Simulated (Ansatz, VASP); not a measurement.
**NbAs: VASP beside Ansatz**

```
CELL_PARAMETERS angstrom
3.43399 0.00000 0.00000
-1.71700 2.97392 0.00000
0.00000 0.00000 3.48129
ATOMIC_POSITIONS crystal
Nb 0.00000 0.00000 0.00000
As 0.33333 0.66667 0.50000
```

Change from the starting cell: species swapped into the LiPd type (P-6m2, No. 187).

Alike in both runs: functional PBE; k mesh 7 × 7 × 4; occupations gaussian, width 0.2 eV; no spin polarisation.

Ansatz relaxed the structure, and its values are those at the end. VASP's run is a single point on that final structure, the one shown.

|  | VASP | Ansatz |
| --- | --- | --- |
| version | VASP 6.6.1 | Ansatz 0.2.0 |
| potentials or method | VASP PAW PBE potentials, release 64 (Nb_sv, As), cutoff 500 eV | scalar-relativistic, plane waves, PAW |
| valence electrons in the cell | 18 | 28 |

```tsv
	VASP	Ansatz	Ansatz less VASP
gap on the k mesh at the Fermi level (eV)	none	none	-
pressure (GPa)	-0.2	-0.2	0.00
```

A gap of «none» marks a metal or a gap that the smearing closes. With one functional, cell and mesh, what is left measures potentials, basis and numerics. VASP's potentials hold 18 valence electrons a cell and Ansatz's 28, so a difference there can come from the potentials and not from the codes.

The k mesh is coarse, so the values compare programs but aren't converged.
